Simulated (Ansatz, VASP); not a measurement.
**Two plane-wave programs on NaOs**

The input INCAR:

```
PREC = Accurate
ENCUT = 600
EDIFF = 1E-6
ISMEAR = 0
SIGMA = 0.1
LREAL = False
LASPH = True
NELM = 80
ALGO = Fast
ISIF = 3
LWAVE = False
LCHARG = False
GGA = PE
IBRION = 2
NSW = 100
EDIFFG = -0.01
```

Contents of KPOINTS:

```
regular mesh
0
Gamma
  14 10 4
```

POSCAR

```
NaOs
1.0
    2.7291589287      0.0000000000      0.0000000000
    0.0000000000      3.8633355490      0.0000000000
    0.0000000000      0.0000000000      8.5301213565
Na Os
2 2
Direct
    0.5000000000      0.0000000000      0.1892821532
    0.0000000000      0.5000000000      0.8107178468
    0.5000000000      0.0000000000      0.5534537223
    0.0000000000      0.5000000000      0.4465462777
```

Input for Ansatz:

```yaml
crystal:
  lattice:
    - [2.7291589287, 0.0, 0.0]
    - [0.0, 3.863335549, 0.0]
    - [0.0, 0.0, 8.5301213565]
  atoms:
    - { symbol: Na, position: [0.5, 0.0, 0.1892821532] }
    - { symbol: Na, position: [0.0, 0.5, 0.8107178468] }
    - { symbol: Os, position: [0.5, 0.0, 0.5534537223] }
    - { symbol: Os, position: [0.0, 0.5, 0.4465462777] }
basis:
  ecutwfc: 420
kpoints:
  mp_grid: { grid: [14, 10, 4] }
hamiltonian:
  xc: pbe
scf:
  occupations: { method: gaussian, width: 0.1 }
output:
  forces: true
  stress: true
  eigenvalues: true
relax:
  adjacent_minimum: "off"
  f_tol: 0.01
  max_steps: 80
  cell: { stress_tol: 0.05 }
```

Alike in both runs: task relaxation of cell and atoms; functional PBE; k mesh 14 × 10 × 4; occupations gaussian, width 0.1 eV; no spin polarisation.

```csv
,VASP,Ansatz
version,VASP 6.6.1,Ansatz 0.2.0
potentials or method,"VASP PAW PBE potentials, release 64 (Na_pv, Os), cutoff 600 eV","scalar-relativistic, plane waves, PAW"
valence electrons in the cell,30,50
```

```tsv
	VASP	Ansatz	Ansatz less VASP
gap on the k mesh at the Fermi level, each at its own relaxed structure (eV)	none	none	-
relaxed volume (Å³/atom)	22.33	22.27	-0.059
relaxed length of the cell vector where the two differ most in proportion (Å)	8.449	8.420	-0.0291
```

A gap of «none» marks a metal or a gap that the smearing closes. VASP's potentials hold 30 valence electrons a cell and Ansatz's 50, so a difference there can come from the potentials and not from the codes.

Spin-orbit coupling is off throughout.
